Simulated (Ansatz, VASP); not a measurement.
**TiO2 in VASP and in Ansatz**

The input INCAR:

```
ALGO = Normal
EDIFF = 1E-7
ENCUT = 520
ISIF = 2
ISMEAR = -1
LASPH = True
LCHARG = True
LELF = True
LREAL = False
LVHAR = True
LWAVE = False
NBANDS = 33
NELM = 80
PREC = Accurate
SIGMA = 0.05
```

File KPOINTS:

```
k-points
0
Gamma
  8 8 6
```

File POSCAR:

```
TiO2
1.0
    2.7416437942     -2.7422729661      0.0000000000
    2.7416437942      2.7422729661      0.0000000000
   -2.6681866979      0.0000000000      4.8597578833
Ti O
2 4
Direct
    0.8658900000      0.1341100000      0.7500000000
    0.1341100000      0.8658900000      0.2500000000
    0.0887550000      0.3312210000      0.1671490000
    0.9112450000      0.6687790000      0.8328510000
    0.6687790000      0.9112450000      0.3328510000
    0.3312210000      0.0887550000      0.6671490000
```

File input.yaml:

```yaml
crystal:
  lattice:
    - [2.7416437942, -2.7422729661, 0.0]
    - [2.7416437942, 2.7422729661, 0.0]
    - [-2.6681866979, 0.0, 4.8597578833]
  atoms:
    - { symbol: Ti, position: [0.86589, 0.13411, 0.75] }
    - { symbol: Ti, position: [0.13411, 0.86589, 0.25] }
    - { symbol: O, position: [0.088755, 0.331221, 0.167149] }
    - { symbol: O, position: [0.911245, 0.668779, 0.832851] }
    - { symbol: O, position: [0.668779, 0.911245, 0.332851] }
    - { symbol: O, position: [0.331221, 0.088755, 0.667149] }
kpoints:
  mp_grid: { grid: [8, 8, 6] }
scf:
  occupations: { method: fermi_dirac, width: 0.05 }
hamiltonian:
  xc: lda
  pseudopotentials: { kind: all_electron, lapw: { basis_error: 0.002 } }
output:
  forces: true
  stress: true
  eigenvalues: true
```

Change from the starting cell: volume scaled by 1.04.

Alike in both runs: task single point; functional LDA; k mesh 8 × 8 × 6; occupations fermi-dirac, width 0.05 eV; no spin polarisation.

```csv
,VASP,Ansatz
version,VASP 6.6.1,Ansatz 0.2.0
potentials or method,"VASP PAW LDA potentials, release 64 (Ti_sv, O), cutoff 520 eV","all-electron LAPW, scalar-relativistic"
```

```csv
,VASP,Ansatz,Ansatz less VASP
gap on the k mesh at the Fermi level (eV),1.87,1.89,+0.019
least direct gap on the mesh (eV),2.21,2.23,+0.018
pressure (GPa),-18.5,-19.3,-0.76
"traceless stress, the component that is largest in VASP (GPa)",-0.70,-0.75,-0.055
rms of the force components (eV/Å),0.243,0.255,+0.0124
```

LDA's correlation is that of Perdew and Zunger in VASP and of Perdew and Wang (1992) in Ansatz. Atom by atom the forces differ by 0.014 eV/Å (rms over components). Ansatz ran all-electron here, and VASP with PAW potentials.
